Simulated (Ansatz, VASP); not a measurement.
## HgTe: VASP beside Ansatz

File INCAR:

```
SYSTEM = HgTe
PREC = Accurate
ENCUT = 520
EDIFF = 1E-6
ISMEAR = 0
SIGMA = 0.15
LREAL = .False.
LASPH = .True.
NELM = 80
ALGO = Normal
ISIF = 2
LWAVE = .False.
LCHARG = .True.
GGA = PE
LELF = .True.
LVHAR = .True.
NBANDS = 16
```

File KPOINTS:

```
regular mesh
0
Gamma
  14 14 14
  0 0 0
```

POSCAR

```
HgTe
1.0
    0.0000000000      3.1226989184      3.4349688102
    3.1226989184      0.0000000000      3.4349688102
    3.1226989184      3.1226989184      0.0000000000
Hg Te
1 1
Direct
    0.0000000000      0.0000000000      0.0000000000
    0.7500000000      0.7500000000      0.7500000000
```

Input for Ansatz:

```yaml
crystal:
  lattice:
    - [0.0, 3.1226989184, 3.4349688102]
    - [3.1226989184, 0.0, 3.4349688102]
    - [3.1226989184, 3.1226989184, 0.0]
  atoms:
    - { symbol: Hg, position: [0.0, 0.0, 0.0] }
    - { symbol: Te, position: [0.75, 0.75, 0.75] }
basis:
  ecutwfc: 420
kpoints:
  mp_grid: { grid: [14, 14, 14] }
hamiltonian:
  xc: pbe
scf:
  occupations: { method: gaussian, width: 0.15 }
output:
  forces: true
  stress: true
  eigenvalues: true
```

Alike in both runs: task single point; functional PBE; k mesh 14 × 14 × 14; occupations gaussian, width 0.15 eV; no spin polarisation.

|  | VASP | Ansatz |
| --- | --- | --- |
| version | VASP 6.6.1 | Ansatz 0.2.0 |
| potentials or method | VASP PAW PBE potentials, release 64 (Hg, Te), cutoff 520 eV | scalar-relativistic, plane waves, PAW |
| valence electrons in the cell | 18 | 36 |

|  | VASP | Ansatz | Ansatz less VASP |
| --- | --- | --- | --- |
| gap on the k mesh at the Fermi level (eV) | none | none | - |
| pressure (GPa) | 4.0 | 3.9 | -0.07 |
| traceless stress, the component that is largest in VASP (GPa) | -0.96 | -0.96 | +0.002 |

A gap of «none» marks a metal or a gap that the smearing closes. With one functional, cell and mesh, what is left measures potentials, basis and numerics. VASP's potentials hold 18 valence electrons a cell and Ansatz's 36, so a difference there can come from the potentials and not from the codes.

Neither program's run includes spin-orbit coupling.
